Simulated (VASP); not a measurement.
# SnO (Cmce) in VASP: relaxation of cell and atoms with LDA

Aim: the relaxation of cell and atoms of SnO with LDA.

Program: VASP 6.6.1. These are calculated values, not measurements. Logs are shortened: lines on timing, memory, paths and dates and some standing lists are left out, and cuts for length are marked.

## 1. The cell of the first run

Symmetry: Cmce, No. 64, orthorhombic system. The conventional cell has a = 5.474 Å, b = 5.476 Å, c = 10.222 Å, α = 90.00°, β = 90.00°, γ = 90.00°. Sn (site symmetry m) has 4 O at 2.25 to 2.26 Å within 3.0 Å. O (site symmetry 2) has 4 Sn at 2.25 to 2.26 Å and 4 O at 2.74 Å within 3.0 Å.

## 2. Relaxation of cell and atoms, LDA

The input, INCAR:

```
SYSTEM = SnO
  ALGO = Normal
  EDIFF = 1E-7
  EDIFFG = -0.03
  ENCUT = 600
  GGA_COMPAT = .FALSE.
  IBRION = 2
  ISIF = 3
  ISMEAR = -1
  LASPH = .TRUE.
  LCHARG = .FALSE.
  LREAL = .FALSE.
  LWAVE = .FALSE.
  NELM = 120
  NELMIN = 4
  NSW = 100
  PREC = Accurate
  SIGMA = 0.1
```

The input, KPOINTS:

```
k-points
0
G
  5 5 2
  0 0 0
```

The input, POSCAR:

```
SnO
1.0
    2.7369120000     -2.7377960000      0.0000000000
    2.7369120000      2.7377960000      0.0000000000
    0.0000000000      0.0000000000     10.2219600000
Sn O
4 4
Direct
    0.7365470000      0.2634530000      0.8638580000
    0.7634530000      0.2365470000      0.3638580000
    0.2634530000      0.7365470000      0.1361420000
    0.2365470000      0.7634530000      0.6361420000
    0.2619440000      0.2380560000      0.2500000000
    0.2380560000      0.2619440000      0.7500000000
    0.7619440000      0.7380560000      0.2500000000
    0.7380560000      0.7619440000      0.7500000000
```

Potentials or basis: VASP PAW LDA potentials, release 64 (Sn_d, O).

The run is started by

```sh
$ cat potpaw_LDA.64/Sn_d/POTCAR potpaw_LDA.64/O/POTCAR > POTCAR
$ mpirun -np 1 vasp_std > vasp.out
```

OUTCAR:

```text
SYSTEM = SnO
   EDIFF = 1E-7
   EDIFFG = -0.03
   ENCUT = 600
   IBRION = 2
   ISIF = 3
   ISMEAR = -1
   LASPH = .TRUE.
   LREAL = .FALSE.
   NELM = 120
   NELMIN = 4
   NSW = 100
   PREC = Accurate

 ion  position               nearest neighbor table
   1  0.737  0.263  0.864-   6 2.25   8 2.25   6 2.26   8 2.26   4 3.59   4 3.59   4 3.59   4 3.59

   2  0.763  0.237  0.364-   5 2.25   7 2.25   7 2.26   5 2.26   3 3.59   3 3.59   3 3.59   3 3.59

   3  0.263  0.737  0.136-   5 2.25   7 2.25   5 2.26   7 2.26   2 3.59   2 3.59   2 3.59   2 3.59

   4  0.237  0.763  0.636-   6 2.25   8 2.25   8 2.26   6 2.26   1 3.59   1 3.59   1 3.59   1 3.59

   5  0.262  0.238  0.250-   2 2.25   3 2.25   2 2.26   3 2.26
   6  0.238  0.262  0.750-   1 2.25   4 2.25   4 2.26   1 2.26
   7  0.762  0.738  0.250-   2 2.25   3 2.25   3 2.26   2 2.26
   8  0.738  0.762  0.750-   1 2.25   4 2.25   1 2.26   4 2.26

  LATTYP: Found a base centered orthorhombic cell.
 ALAT       =     5.4738240000
 B/A-ratio  =     1.0003229918
 C/A-ratio  =     1.8674257704

  Lattice vectors:

 A1 = (   2.7369120000,  -2.7377960000,   0.0000000000)
 A2 = (   2.7369120000,   2.7377960000,   0.0000000000)
 A3 = (   0.0000000000,   0.0000000000,  10.2219600000)

Analysis of symmetry for initial positions (statically):
=====================================================================
 Subroutine PRICEL returns:
 Original cell was already a primitive cell.

 Routine SETGRP: Setting up the symmetry group for a
 base centered orthorhombic supercell.

 Subroutine GETGRP returns: Found  8 space group operations
 (whereof  4 operations were pure point group operations)
 out of a pool of  8 trial point group operations.

The static configuration has the point symmetry C_2h.
 The point group associated with its full space group is D_2h.

Analysis of symmetry for dynamics (positions and initial velocities):
=====================================================================
 Subroutine PRICEL returns:
 Original cell was already a primitive cell.

 Routine SETGRP: Setting up the symmetry group for a
 base centered orthorhombic supercell.

 Subroutine GETGRP returns: Found  8 space group operations
 (whereof  4 operations were pure point group operations)
 out of a pool of  8 trial point group operations.

The dynamic configuration has the point symmetry C_2h.
 The point group associated with its full space group is D_2h.

 Subroutine INISYM returns: Found  8 space group operations
 (whereof  4 operations are pure point group operations),
 and found     1 'primitive' translations

----------------------------------------------------------------------------------------

                                     Primitive cell

  volume of cell :     153.1885

  direct lattice vectors                    reciprocal lattice vectors
     2.736912000 -2.737796000  0.000000000     0.182687642 -0.182628655  0.000000000
     2.736912000  2.737796000  0.000000000     0.182687642  0.182628655  0.000000000
     0.000000000  0.000000000 10.221960000     0.000000000  0.000000000  0.097828596

  length of vectors
     3.871203202  3.871203202 10.221960000     0.258317634  0.258317634  0.097828596

  position of ions in fractional coordinates (direct lattice)
     0.736547000  0.263453000  0.863858000
     0.763453000  0.236547000  0.363858000
     0.263453000  0.736547000  0.136142000
     0.236547000  0.763453000  0.636142000
     0.261944000  0.238056000  0.250000000
     0.238056000  0.261944000  0.750000000
     0.761944000  0.738056000  0.250000000
     0.738056000  0.761944000  0.750000000

  ion indices of the primitive-cell ions
   primitive index   ion index
                 1           1
                 2           2
                 3           3
                 4           4
                 5           5
                 6           6
                 7           7
                 8           8

----------------------------------------------------------------------------------------

 KPOINTS: k-points

Automatic generation of k-mesh.
 Grid dimensions read from file:
 generate k-points for:    5    5    2

 Generating k-lattice:

  Cartesian coordinates                     Fractional coordinates (reciprocal lattice)
     0.036537528 -0.036525731  0.000000000     0.200000000  0.000000000  0.000000000
     0.036537528  0.036525731  0.000000000     0.000000000  0.200000000  0.000000000
     0.000000000  0.000000000  0.048914298     0.000000000  0.000000000  0.500000000

  Length of vectors
     0.051663527  0.051663527  0.048914298

  Shift w.r.t. Gamma in fractional coordinates (k-lattice)
     0.000000000  0.000000000  0.000000000

 Subroutine IBZKPT returns following result:
 ===========================================

 Found     18 irreducible k-points:

 Following reciprocal coordinates:
            Coordinates               Weight
  0.000000  0.000000  0.000000      1.000000
  0.200000 -0.000000  0.000000      4.000000
  0.400000  0.000000  0.000000      4.000000
  0.200000  0.200000  0.000000      2.000000
  0.400000  0.200000  0.000000      4.000000
 -0.400000  0.200000  0.000000      4.000000
[... 10 lines left out ...]
  0.400000  0.400000  0.500000      2.000000
 -0.400000  0.400000  0.500000      2.000000
   k-points           NKPTS =     18   k-points in BZ     NKDIM =     18   number of bands    NBANDS=     48
   number of dos      NEDOS =    301   number of ions     NIONS =      8
   total plane-waves  NPLWV =  86016
   dimension x,y,z NGX =    32 NGY =   32 NGZ =   84
   dimension x,y,z NGXF=    64 NGYF=   64 NGZF=  168
   ions per type =               4   4
   NGX,Y,Z   is equivalent  to a cutoff of  13.74, 13.74, 13.66 a.u.
   NGXF,Y,Z  is equivalent  to a cutoff of  27.48, 27.48, 27.32 a.u.
 SYSTEM =  SnO
   PREC   = accura    normal or accurate (medium, high low for compatibility)
   ISTART =      0    job   : 0-new  1-cont  2-samecut
   ICHARG =      2    charge: 1-file 2-atom 10-const
   ISPIN  =      1    spin polarized calculation?
   LNONCOLLINEAR =      F non collinear calculations
   LSORBIT =      F    spin-orbit coupling
   LASPH  =      T    aspherical Exc in radial PAW
   ENCUT  =  600.0 eV  44.10 Ry    6.64 a.u.   7.73  7.73 20.42*2*pi/ulx,y,z
   NELM   =    120;   NELMIN=  4; NELMDL= -5     # of ELM steps
   EDIFF  = 0.1E-06   stopping-criterion for ELM
   LREAL  =      F    real-space projection
   EDIFFG = -.3E-01   stopping-criterion for IOM
   NSW    =    100    number of steps for IOM
   IBRION =      2    ionic relax: 0-MD 1-quasi-New 2-CG
   NFREE  =      1    steps in history (QN), initial steepest desc. (CG)
   ISIF   =      3    stress and relaxation
   ISYM   =      2    0-nonsym 1-usesym 2-fastsym
   POTIM  = 0.5000    time-step for ionic-motion
   TEBEG  =    0.0;   TEEND  =   0.0 temperature during run
   PSTRESS=    0.0 pullay stress
   NELECT =      80.0000    total number of electrons
   NUPDOWN=      -1.0000    fix difference up-down
   EMIN   =  10.00;   EMAX   =-10.00  energy-range for DOS
   EFERMI =   0.00;   METHOD = LEGACY
   ISMEAR =    -1;   SIGMA  =   0.10  broadening in eV -4-tet -1-fermi 0-gaus
   EFERMI_NEDOS =   21; number of points for ismear=-14 and -15
   IALGO  =     38    algorithm
   IMIX   =      4    mixing-type and parameters
     AMIX     =   0.40;   BMIX     =  1.00
     AMIX_MAG =   1.60;   BMIX_MAG =  1.00
  volume/ion in A,a.u.               =      19.15       129.22
  Fermi-wavevector in a.u.,A,eV,Ry     =   1.318346  2.491313 23.647424  1.738037
  Thomas-Fermi vector in A             =   2.448323
   LORBIT       =      0    0 simple, 1 ext, 2 COOP (PROOUT), +10 PAW based schemes
   GGA     = CA    functional components
   LHFCALC =     F    Hartree Fock is set to
   AEXX    =    0.0000 exact exchange contribution
   IVDW    =     0    specifies the selected vdW correction
   LEPSILON=     F    determine dielectric tensor
   LRPA    =     F    only Hartree local field effects (RPA)
 conjugate gradient relaxation of ions
 non-spin polarized calculation
  energy-cutoff  :      600.00
  volume of cell :      153.19
 maximum number of plane-waves:      5134
   NGX = 15   NGY = 15   NGZ = 41

--------------------------------------- Ionic step        1  -------------------------------------------

 number of electron      79.9999993 magnetization

 Free energy of the ion-electron system (eV)
  ---------------------------------------------------
  ext. energy  EPLUGINS =         0.00000000
  ---------------------------------------------------
  free energy    TOTEN  =       -51.14754853 eV

  energy without entropy =      -51.14625798  energy(sigma->0) =      -51.14690326

------------------------ aborting loop because EDIFF is reached ----------------------------------------

  FORCE on cell =-STRESS in cart. coord.  units (eV):
  Direction    XX          YY          ZZ          XY          YZ          ZX
  --------------------------------------------------------------------------------------
  -------------------------------------------------------------------------------------
  Total       -6.5066839     -6.5054829     -5.2075991      0.0000000      0.0000000      0.0000000
  in kB      -68.0525180    -68.0399571    -54.4655675      0.0000000      0.0000000      0.0000000
  external PRESSURE =     -63.5193475 kB  Pullay stress =       0.0000000 kB
[... 107 lines left out ...]
  FREE ENERGIE OF THE ION-ELECTRON SYSTEM (eV)
  ---------------------------------------------------
  free  energy   TOTEN  =       -51.3534450237 eV

  energy  without entropy=      -51.3515554674  energy(sigma->0) =      -51.35250025

[... ionic steps 4 to 16 ...]

--------------------------------------- Ionic step       17  -------------------------------------------

 number of electron      80.0000002 magnetization

------------------------ aborting loop because EDIFF is reached ----------------------------------------

  FORCE on cell =-STRESS in cart. coord.  units (eV):
  Direction    XX          YY          ZZ          XY          YZ          ZX
  --------------------------------------------------------------------------------------
  -------------------------------------------------------------------------------------
  Total        0.1741495      0.1710608     -0.1218121      0.0000000      0.0000000      0.0000000
  in kB        2.1134896      2.0760048     -1.4783189      0.0000000      0.0000000      0.0000000
  external PRESSURE =       0.9037252 kB  Pullay stress =       0.0000000 kB
[... 69 lines left out ...]
  energy  without entropy=      -51.4795340523  energy(sigma->0) =      -51.48773421

--------------------------------------- Ionic step       19  -------------------------------------------

 number of electron      80.0000002 magnetization

 Free energy of the ion-electron system (eV)
  ---------------------------------------------------
  ext. energy  EPLUGINS =         0.00000000
  ---------------------------------------------------
  free energy    TOTEN  =       -51.49673178 eV

  energy without entropy =      -51.48057848  energy(sigma->0) =      -51.48865513

 E-fermi :   7.6666     XC(G=0): -10.9889

 val. band max:        7.6171782809   @ k =   0.0000   0.0000   0.0000
 cond. band min:       7.8153629475   @ k =  -0.4000   0.4000   0.0000
 fundamental gap:      0.1981846666
 Fermi energy:         7.6666324163

 k-point     1 :       0.0000    0.0000    0.0000
  band No.  band energies     occupation
      1     -14.4191      2.00000
      2     -14.3908      2.00000
      3     -13.9704      2.00000
      4     -13.9579      2.00000
      5     -13.9576      2.00000
      6     -13.9416      2.00000
[... 942 lines left out ...]
  FREE ENERGIE OF THE ION-ELECTRON SYSTEM (eV)
  ---------------------------------------------------
  free  energy   TOTEN  =       -51.4967317809 eV

  energy  without entropy=      -51.4805784844  energy(sigma->0) =      -51.48865513

 reached required accuracy - stopping structural energy minimisation
```

Wall time 26 min (1 thread of Intel Xeon Platinum 8488C (Sapphire Rapids), shared host); peak memory 0.31 GiB.

What came out:

```
Free energy                           : -51.4967 eV
Relaxed volume                        : 16.52 Å³/atom
Relaxed cell                          : a = 3.763 Å, b = 3.763 Å, c = 9.337 Å, α = 90.00°, β = 90.00°, γ = 90.00°
Space group after relaxing (to 0.1 Å) : P4/nmm (No. 129)
Energy gained by relaxing             : 43.6 meV/atom
Ionic steps                           : 19
Pressure after relaxing               : 0.0 GPa
Largest force after relaxing          : 0.025 eV/Å
Band gap on the k mesh                : 0.20 eV
```

Forces in eV/Å, atoms in the order of the input:
```
Sn   0.000 -0.023  0.010
Sn   0.000  0.023  0.010
Sn   0.000  0.023 -0.010
Sn   0.000 -0.023 -0.010
O    0.000  0.007  0.000
O    0.000 -0.007  0.000
O    0.000  0.007  0.000
O    0.000 -0.007  0.000
```

The path:
```
step  energy change (eV)  largest force (eV/Å)  pressure (GPa)  volume (Å³)
   1              0.0000                0.5921           -6.35       153.19
   2             -0.0251                1.6063            6.29       136.96
   3             -0.2059                0.4666           -0.58       144.43
   4             -0.2413                0.3015           -0.44       142.41
   5             -0.2646                0.0364           -0.17       138.90
   6             -0.2940                0.0400            0.04       136.88
   7             -0.3351                0.0859            0.73       132.20
   8             -0.3374                0.1040            1.13       130.17
   9             -0.3000                0.5406           -2.79       132.49
  10             -0.3417                0.0733            0.15       130.73
  11             -0.3441                0.0473            0.08       131.19
  12             -0.3449                0.0500            0.03       131.62
  13             -0.3463                0.0517           -0.24       132.04
  14             -0.3465                0.0709           -0.38       132.24
  15             -0.3471                0.0601           -0.28       132.19
  16             -0.3480                0.0432            0.06       132.03
  17             -0.3481                0.0437            0.09       132.02
  18             -0.3484                0.0388            0.07       132.06
  19             -0.3492                0.0253            0.02       132.20
```

Final structure:
```
Sn O
1.0
     2.66067   -2.66080    0.00000
     2.66067    2.66080    0.00000
     0.00000    0.00000    9.33661
Sn O
4 4
Direct
  0.74578 0.25422 0.87337
  0.75422 0.24578 0.37337
  0.25422 0.74578 0.12663
  0.24578 0.75422 0.62663
  0.25393 0.24607 0.25000
  0.24607 0.25393 0.75000
  0.75393 0.74607 0.25000
  0.74607 0.75393 0.75000
```

Levels at points of the mesh, in eV from the valence-band top:
| k point | band 37 | band 38 | band 39 | band 40 | band 41 | band 42 | band 43 | band 44 |
| --- | --- | --- | --- | --- | --- | --- | --- | --- |
| (0.00, 0.00, 0.00) | -3.32 | -2.82 | -2.36 | 0.00 | 1.56 | 2.28 | 2.61 | 2.61 |
| (0.00, 0.00, 0.50) | -3.33 | -3.33 | -0.50 | -0.50 | 1.60 | 1.60 | 3.26 | 3.26 |

Caveat: spin-orbit coupling is left out, which moves the levels of the heavy elements; an odd mesh through Γ misses points on the zone boundary, where band edges can lie.
